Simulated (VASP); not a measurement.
Ir, 1 atom in the cell. The structure is cubic, space group Fm-3m (No. 225). The conventional cell has a = 3.831 Å, b = 3.831 Å, c = 3.831 Å, α = 90.00°, β = 90.00°, γ = 90.00°. Ir (site symmetry m-3m) has 12 Ir at 2.71 Å within 3.6 Å. 

* Program: VASP 6.6.1
* Task: single point
* Functional: PBEsol
* Potentials or basis: VASP PAW PBE potentials, release 64 (Ir)
* Cutoff: 520 eV
* k mesh: 19 × 19 × 19
* Occupations: gaussian, width 0.05 eV
* Spin: no spin polarisation
* Dipole correction: no
* Further INCAR settings: ALGO = Normal; EDIFF = 1e-07; NBANDS = 10

Potentials or basis: VASP PAW PBE potentials, release 64 (Ir).

The run is started by

```bash
$ cat potpaw_PBE.64/Ir/POTCAR > POTCAR
$ mpirun -np 1 vasp_std > vasp.out
```

Hardware: 1 thread of AMD EPYC 9R45 96-Core Processor (Zen 5) (shared host).

Question: How long does it take, and how much memory?

Answer: Wall time 11 s on 1 thread of AMD EPYC 9R45 96-Core Processor (Zen 5), with other jobs on the host, peak memory 0.12 GiB. Counts: scf iterations 12, k points 220.
